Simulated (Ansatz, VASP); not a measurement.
## One calculation of Ge, two programs

The input INCAR:

```
SYSTEM = Ge
ALGO = Normal
EDIFF = 1E-8
ENCUT = 520
GGA = PE
ISIF = 2
ISMEAR = -1
LASPH = .TRUE.
LCHARG = .FALSE.
LEFG = .TRUE.
LREAL = .FALSE.
LWAVE = .FALSE.
NBANDS = 21
NELM = 100
PREC = Accurate
SIGMA = 0.03
```

The input KPOINTS:

```
k-points
0
G
  15 15 15
  0 0 0
```

File POSCAR:

```
Ge
1.0
   -2.5287425297      2.6857467767      1.4558563658
    2.5287425297     -2.6857467767      1.4558563658
    2.5287425297      2.6857467767     -1.4558563658
Ge
2
Direct
    0.6859430000      0.9359430000      0.7500000000
    0.3140570000      0.0640570000      0.2500000000
```

Input for Ansatz:

```yaml
crystal:
  lattice:
    - [-2.5287425297, 2.6857467767, 1.4558563658]
    - [2.5287425297, -2.6857467767, 1.4558563658]
    - [2.5287425297, 2.6857467767, -1.4558563658]
  atoms:
    - { symbol: Ge, position: [0.685943, 0.935943, 0.75] }
    - { symbol: Ge, position: [0.314057, 0.064057, 0.25] }
kpoints:
  mp_grid: { grid: [15, 15, 15] }
scf:
  occupations: { method: fermi_dirac, width: 0.03 }
hamiltonian:
  xc: pbe
  pseudopotentials: { kind: paw }
output:
  forces: true
  stress: true
  eigenvalues: true
  efg: { contact_densities: true }
```

Change from the starting cell: functional pbe, volume scaled by 1.04, PAW files.

Alike in both runs: task electric field gradients; functional PBE; k mesh 15 × 15 × 15; occupations fermi-dirac, width 0.03 eV; no spin polarisation.

|  | VASP | Ansatz |
| --- | --- | --- |
| version | VASP 6.6.1 | Ansatz 0.2.0 |
| potentials or method | VASP PAW PBE potentials, release 64 (Ge_d) | PAW with Ansatz's default frozen-core files, scalar-relativistic |
| plane-wave cutoff (eV) | 520 | 420 |
| valence electrons in the cell | 28 | 28 |

|  | VASP | Ansatz | Ansatz less VASP |
| --- | --- | --- | --- |
| pressure (GPa) | -1.5 | -1.5 | -0.02 |
| traceless stress, the component that is largest in VASP (GPa) | -0.29 | -0.29 | 0.000 |
| rms of the force components (eV/Å) | 0.023 | 0.023 | 0.0000 |
| size of Vzz on the site where it differs most (V/Å²) | 35.4 | 37.5 | +2.09 |

Atom by atom the forces differ by 0.000 eV/Å (rms over components).
